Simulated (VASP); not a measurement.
# Al in VASP: single point with PBE+D3(BJ)

Aim: the single point of Al with PBE+D3(BJ).

All numbers are computed with VASP 6.6.1; they aren't measurements. Logs are shortened: lines on timing, memory, paths and dates and some standing lists are left out, and cuts for length are marked.

### Step 1. The cell of the first run

The cell holds a slab with vacuum, 4 atoms: a = 2.974 Å, b = 2.974 Å, c = 25.859 Å, α = 90.00°, β = 90.00°, γ = 90.00°.

### Step 2. Single point, PBE+D3(BJ)

File INCAR:

```
SYSTEM = Al
PREC = Accurate
ENCUT = 400
EDIFF = 1E-6
ISMEAR = 1
SIGMA = 0.1
LREAL = .False.
LASPH = .True.
NELM = 120
ALGO = Normal
ISIF = 2
LWAVE = .False.
LCHARG = .False.
LDIPOL = .True.
IDIPOL = 3
DIPOL = 0.5 0.5 0.663
GGA = PE
IVDW = 12
NBANDS = 14
GGA_COMPAT = .False.
NELMDL = -8
```

File KPOINTS:

```
regular mesh
0
Gamma
  12 12 1
  0 0 0
```

File POSCAR:

```
Al
1.0
    2.9737103501      0.0000000000      0.0000000000
    0.0000000000      2.9737103501      0.0000000000
    0.0000000000      0.0000000000     25.8588390472
Al
4
Direct
    0.0000000000      0.0000000000      0.5526981829
    0.5000000000      0.5000000000      0.6247773638
    0.0000000000      0.0000000000      0.6986051716
    0.5000000000      0.5000000000      0.7744554577
```

Potentials or basis: VASP PAW PBE potentials, release 64 (Al).

Command:

```
$ cat potpaw_PBE.64/Al/POTCAR > POTCAR
$ mpirun -np 1 vasp_std > vasp.out
```

OUTCAR:

```text
SYSTEM = Al
   PREC = Accurate
   ENCUT = 400
   EDIFF = 1E-6
   ISMEAR = 1
   LREAL = .False.
   LASPH = .True.
   NELM = 120
   ISIF = 2
   GGA = PE
   IVDW = 12
   NELMDL = -8
 IVDW          = 12

 ion  position               nearest neighbor table
   1  0.000  0.000  0.553-   2 2.81   2 2.81   2 2.81   2 2.81
   2  0.500  0.500  0.625-   1 2.81   1 2.81   1 2.81   1 2.81   3 2.84   3 2.84   3 2.84   3 2.84

   3  0.000  0.000  0.699-   2 2.84   2 2.84   2 2.84   2 2.84   4 2.88   4 2.88   4 2.88   4 2.88

   4  0.500  0.500  0.774-   3 2.88   3 2.88   3 2.88   3 2.88

  LATTYP: Found a simple tetragonal cell.
 ALAT       =     2.9737103501
 C/A-ratio  =     8.6958163381

  Lattice vectors:

 A1 = (   2.9737103501,   0.0000000000,   0.0000000000)
 A2 = (   0.0000000000,   2.9737103501,   0.0000000000)
 A3 = (   0.0000000000,   0.0000000000,  25.8588390472)

Analysis of symmetry for initial positions (statically):
=====================================================================
 Subroutine PRICEL returns:
 Original cell was already a primitive cell.

 Routine SETGRP: Setting up the symmetry group for a
 simple tetragonal supercell.

 Subroutine GETGRP returns: Found  8 space group operations
 (whereof  8 operations were pure point group operations)
 out of a pool of 16 trial point group operations.

The static configuration has the point symmetry C_4v.

Analysis of symmetry for dynamics (positions and initial velocities):
=====================================================================
 Subroutine PRICEL returns:
 Original cell was already a primitive cell.

 Routine SETGRP: Setting up the symmetry group for a
 simple tetragonal supercell.

 Subroutine GETGRP returns: Found  8 space group operations
 (whereof  8 operations were pure point group operations)
 out of a pool of 16 trial point group operations.

The dynamic configuration has the point symmetry C_4v.

 Subroutine INISYM returns: Found  8 space group operations
 (whereof  8 operations are pure point group operations),
 and found     1 'primitive' translations

----------------------------------------------------------------------------------------

                                     Primitive cell

  volume of cell :     228.6685

  direct lattice vectors                    reciprocal lattice vectors
     2.973710350  0.000000000  0.000000000     0.336280230  0.000000000  0.000000000
     0.000000000  2.973710350  0.000000000     0.000000000  0.336280230  0.000000000
     0.000000000  0.000000000 25.858839047     0.000000000  0.000000000  0.038671496

  length of vectors
     2.973710350  2.973710350 25.858839047     0.336280230  0.336280230  0.038671496

  position of ions in fractional coordinates (direct lattice)
     0.000000000  0.000000000  0.552698183
     0.500000000  0.500000000  0.624777364
     0.000000000  0.000000000  0.698605172
     0.500000000  0.500000000  0.774455458

  ion indices of the primitive-cell ions
   primitive index   ion index
                 1           1
                 2           2
                 3           3
                 4           4

----------------------------------------------------------------------------------------

 KPOINTS: regular mesh

Automatic generation of k-mesh.
 Grid dimensions read from file:
 generate k-points for:   12   12    1

 Generating k-lattice:

  Cartesian coordinates                     Fractional coordinates (reciprocal lattice)
     0.028023352  0.000000000  0.000000000     0.083333333  0.000000000  0.000000000
     0.000000000  0.028023352  0.000000000     0.000000000  0.083333333  0.000000000
     0.000000000  0.000000000  0.038671496     0.000000000  0.000000000  1.000000000

  Length of vectors
     0.028023352  0.028023352  0.038671496

  Shift w.r.t. Gamma in fractional coordinates (k-lattice)
     0.000000000  0.000000000  0.000000000

 Subroutine IBZKPT returns following result:
 ===========================================

 Found     28 irreducible k-points:

 Following reciprocal coordinates:
            Coordinates               Weight
  0.000000  0.000000  0.000000      1.000000
  0.083333  0.000000  0.000000      4.000000
  0.166667  0.000000  0.000000      4.000000
  0.250000  0.000000  0.000000      4.000000
  0.333333  0.000000  0.000000      4.000000
  0.416667  0.000000  0.000000      4.000000
[... 16 lines left out ...]
  0.333333  0.333333  0.000000      4.000000
  0.416667  0.333333  0.000000      8.000000
 [... further k-points ...]
   k-points           NKPTS =     28   k-points in BZ     NKDIM =     28   number of bands    NBANDS=     14
   number of dos      NEDOS =    301   number of ions     NIONS =      4
   total plane-waves  NPLWV =  72000
   dimension x,y,z NGX =    20 NGY =   20 NGZ =  180
   dimension x,y,z NGXF=    40 NGYF=   40 NGZF=  360
   ions per type =               4
   NGX,Y,Z   is equivalent  to a cutoff of  11.18, 11.18, 11.57 a.u.
   NGXF,Y,Z  is equivalent  to a cutoff of  22.36, 22.36, 23.14 a.u.
 SYSTEM =  Al
   PREC   = accura    normal or accurate (medium, high low for compatibility)
   ISTART =      0    job   : 0-new  1-cont  2-samecut
   ICHARG =      2    charge: 1-file 2-atom 10-const
   ISPIN  =      1    spin polarized calculation?
   LNONCOLLINEAR =      F non collinear calculations
   LSORBIT =      F    spin-orbit coupling
   LASPH  =      T    aspherical Exc in radial PAW
   ENCUT  =  400.0 eV  29.40 Ry    5.42 a.u.   4.85  4.85 42.17*2*pi/ulx,y,z
   NELM   =    120;   NELMIN=  2; NELMDL= -8     # of ELM steps
   EDIFF  = 0.1E-05   stopping-criterion for ELM
   LREAL  =      F    real-space projection
   EDIFFG = 0.1E-04   stopping-criterion for IOM
   NSW    =      0    number of steps for IOM
   IBRION =     -1    ionic relax: 0-MD 1-quasi-New 2-CG
   NFREE  =      0    steps in history (QN), initial steepest desc. (CG)
   ISIF   =      2    stress and relaxation
   ISYM   =      2    0-nonsym 1-usesym 2-fastsym
   POTIM  = 0.5000    time-step for ionic-motion
   TEBEG  =    0.0;   TEEND  =   0.0 temperature during run
   PSTRESS=    0.0 pullay stress
   NELECT =      12.0000    total number of electrons
   NUPDOWN=      -1.0000    fix difference up-down
   EMIN   =  10.00;   EMAX   =-10.00  energy-range for DOS
   EFERMI =   0.00;   METHOD = LEGACY
   ISMEAR =     1;   SIGMA  =   0.10  broadening in eV -4-tet -1-fermi 0-gaus
   EFERMI_NEDOS =   21; number of points for ismear=-14 and -15
   IALGO  =     38    algorithm
   IMIX   =      4    mixing-type and parameters
     AMIX     =   0.40;   BMIX     =  1.00
     AMIX_MAG =   1.60;   BMIX_MAG =  1.00
  volume/ion in A,a.u.               =      57.17       385.78
  Fermi-wavevector in a.u.,A,eV,Ry     =   0.612914  1.158240  5.111219  0.375664
  Thomas-Fermi vector in A             =   1.669375
   LORBIT       =      0    0 simple, 1 ext, 2 COOP (PROOUT), +10 PAW based schemes
   GGA     = PE    functional components
   LHFCALC =     F    Hartree Fock is set to
   AEXX    =    0.0000 exact exchange contribution
   IVDW    =    12    specifies the selected vdW correction
   LEPSILON=     F    determine dielectric tensor
   LRPA    =     F    only Hartree local field effects (RPA)
 non-spin polarized calculation
 Methfessel and Paxton  Order N= 1 SIGMA  =   0.10
  energy-cutoff  :      400.00
  volume of cell :      228.67
 maximum number of plane-waves:      4190
 NGX is ok and might be reduce to    20
   NGX =  9   NGY =  9   NGZ = 85

 dipolmoment           0.000000      0.000000      0.035609 electrons x Angstroem

 number of electron      12.0000000 magnetization

 dipolmoment           0.000000      0.000000     -0.000847 electrons x Angstroem

 Free energy of the ion-electron system (eV)
  ---------------------------------------------------
  ext. energy  EPLUGINS =         0.00000000
  ---------------------------------------------------
  free energy    TOTEN  =       -13.79300539 eV

  energy without entropy =      -13.79143120  energy(sigma->0) =      -13.79248066

 E-fermi :  -0.7157     XC(G=0):  -3.7882

 val. band max:       -0.7230487668   @ k =   0.2500   0.1667   0.0000
 cond. band min:      -0.7077432837   @ k =   0.5000   0.4167   0.0000
 fundamental gap:      0.0153054831
 Fermi energy:        -0.7157356215

 k-point     1 :       0.0000    0.0000    0.0000
  band No.  band energies     occupation
      1     -11.2552      2.00000
      2      -9.7183      2.00000
      3      -7.3619      2.00000
      4      -4.3759      2.00000
      5      -2.0419      2.00000
      6       1.4839      0.00000
      7       3.0474      0.00000
      8       3.7672      0.00000
      9       3.8747      0.00000
     10       4.0214      0.00000
     11       4.0214      0.00000
     12       4.2473      0.00000
     13       5.1038      0.00000
     14       5.1818      0.00000

 k-point     2 :       0.0833    0.0000    0.0000
  band No.  band energies     occupation
      1     -11.1394      2.00000
      2      -9.6035      2.00000
      3      -7.2485      2.00000
      4      -4.2638      2.00000
      5      -1.9356      2.00000
      6       1.5582      0.00000
      7       2.0822      0.00000
      8       3.1612      0.00000
      9       3.4719      0.00000
     10       3.8836      0.00000
     11       3.9936      0.00000
     12       4.1220      0.00000
     13       5.1986      0.00000
     14       5.2969      0.00000
[... 343 lines left out ...]
      1      -7.5936      2.00000
      2      -6.0891      2.00000
      3      -3.7795      2.00000
      4      -2.7653      2.00000
      5      -1.6186      2.00000
      6      -1.3335      2.00000
      7      -0.8736      2.04808
      8      -0.1454     -0.00000
      9       0.8969     -0.00000
     10       1.3890      0.00000
     11       2.2571      0.00000
     12       3.0846      0.00000
     13       3.8375      0.00000
     14       4.4507      0.00000

 k-point    24 :       0.4167    0.3333    0.0000
  band No.  band energies     occupation
      1      -6.5833      2.00000
      2      -5.0910      2.00000
      3      -3.9629      2.00000
      4      -2.7983      2.00000
      5      -2.4982      2.00000
      6      -1.0834      2.00000
      7      -0.3727     -0.00001
      8       0.2412     -0.00000
      9       0.3705     -0.00000
     10       1.4820      0.00000
     11       2.0773      0.00000
     12       2.7105      0.00000
     13       2.8951      0.00000
     14       3.0162      0.00000

 [... further k-points ...]

------------------------ aborting loop because EDIFF is reached ----------------------------------------

 vacuum level on the upper side and lower side of the slab       (xc-potential included)        -0.165        -0.150

 Edisp (eV)   -0.91687

 E8    (eV) :    -0.4276

  FORCE on cell =-STRESS in cart. coord.  units (eV):
  Direction    XX          YY          ZZ          XY          YZ          ZX
  --------------------------------------------------------------------------------------
  -------------------------------------------------------------------------------------
  Total      -3.99217    -3.99217     0.87357     0.00000    -0.00000     0.00000
  in kB     -27.97131   -27.97131     6.12069     0.00000    -0.00000     0.00000
  external pressure =      -16.61 kB  Pullay stress =        0.00 kB

 VOLUME and BASIS-vectors are now :
 -----------------------------------------------------------------------------
  energy-cutoff  :      400.00
  volume of cell :      228.67
      direct lattice vectors                 reciprocal lattice vectors
     2.973710350  0.000000000  0.000000000     0.336280230  0.000000000  0.000000000
     0.000000000  2.973710350  0.000000000     0.000000000  0.336280230  0.000000000
     0.000000000  0.000000000 25.858839047     0.000000000  0.000000000  0.038671496

 POSITION                                       TOTAL-FORCE (eV/Angst)
 -----------------------------------------------------------------------------------
      0.00000      0.00000     14.29213         0.000000      0.000000     -0.317462
      1.48686      1.48686     16.15602         0.000000      0.000000      0.248132
      0.00000      0.00000     18.06512         0.000000      0.000000     -0.012980
      1.48686      1.48686     20.02652        -0.000000     -0.000000      0.082311
 -----------------------------------------------------------------------------------
    total drift:                               -0.000000      0.000000     -0.000008

  FREE ENERGIE OF THE ION-ELECTRON SYSTEM (eV)
  ---------------------------------------------------
  free  energy   TOTEN  =       -14.7098786982 eV

  energy  without entropy=      -14.7083045020  energy(sigma->0) =      -14.70935397

 vacuum level on the upper side and lower side of the slab         3.552         3.567
```

Run time: 51 s. Hardware: 1 thread of AMD EPYC 9R45 (Zen 5), shared host; peak memory 0.23 GiB.

Results:

```
Free energy                : -14.7099 eV
Largest force              : 0.317 eV/Å
Band gap on the k mesh     : zero (bands 6 and 7 overlap by 3.04 eV)
Dispersion energy per atom : -0.229 eV
```

Forces on the atoms (eV/Å):
```
Al   0.000  0.000 -0.317
Al   0.000  0.000  0.248
Al   0.000  0.000 -0.013
Al   0.000  0.000  0.082
```
